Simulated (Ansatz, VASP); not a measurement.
**Two plane-wave programs on MgO**

INCAR

```
ALGO     = Normal         # electronic algorithm
EDIFF    = 1E-6           # SCF threshold, eV
ENCUT    = 600            # plane-wave cutoff, eV
GGA_COMPAT= F            
ISIF     = 2              # what is computed and relaxed
ISMEAR   = 0              # smearing method
LASPH    = T              # aspherical terms in the spheres
LCHARG   = F              # write CHGCAR
LREAL    = F              # projectors in reciprocal space
LWAVE    = F              # write WAVECAR
NBANDS   = 11             # bands
NELM     = 120            # most SCF steps
PREC     = Accurate       # precision mode
SIGMA    = 0.02           # smearing width, eV
```

File KPOINTS:

```
k-points
0
Gamma
  10 10 10
```

The input POSCAR:

```
MgO
1.0
    0.0000000000      2.1409717617      2.1409717617
    2.1409717617      0.0000000000      2.1409717617
    2.1409717617      2.1409717617      0.0000000000
Mg O
1 1
Direct
    0.0000000000      0.0000000000      0.0000000000
    0.5000000000      0.5000000000      0.5000000000
```

Input for Ansatz:

```yaml
crystal:
  lattice:
    - [0.0, 2.1409717617, 2.1409717617]
    - [2.1409717617, 0.0, 2.1409717617]
    - [2.1409717617, 2.1409717617, 0.0]
  atoms:
    - { symbol: Mg, position: [0.0, 0.0, 0.0] }
    - { symbol: O, position: [0.5, 0.5, 0.5] }
basis:
  ecutwfc: 420
kpoints:
  mp_grid: { grid: [10, 10, 10] }
hamiltonian:
  xc: lda
  pseudopotentials: { kind: paw, azcp: { folder: soft_1 } }
scf:
  occupations: { method: gaussian, width: 0.02 }
output:
  forces: true
  stress: true
  eigenvalues: true
```

Alike in both runs: task single point; functional LDA; k mesh 10 × 10 × 10; occupations gaussian, width 0.02 eV; no spin polarisation.

|  | VASP | Ansatz |
| --- | --- | --- |
| version | VASP 6.6.1 | Ansatz 0.2.0 |
| potentials or method | VASP PAW LDA potentials, release 64 (Mg, O), cutoff 600 eV | scalar-relativistic, plane waves, PAW |
| valence electrons in the cell | 8 | 16 |

```tsv
	VASP	Ansatz	Ansatz less VASP
gap on the k mesh at the Fermi level (eV)	4.19	4.20	+0.006
least direct gap on the mesh (eV)	4.19	4.20	+0.006
pressure (GPa)	-14.5	-12.4	+2.03
```

Ansatz warns that its potentials were made for another functional, while VASP's fit it. LDA's correlation is that of Perdew and Zunger in VASP and of Perdew and Wang (1992) in Ansatz. VASP's potentials hold 8 valence electrons a cell and Ansatz's 16, so a difference there can come from the potentials and not from the codes.
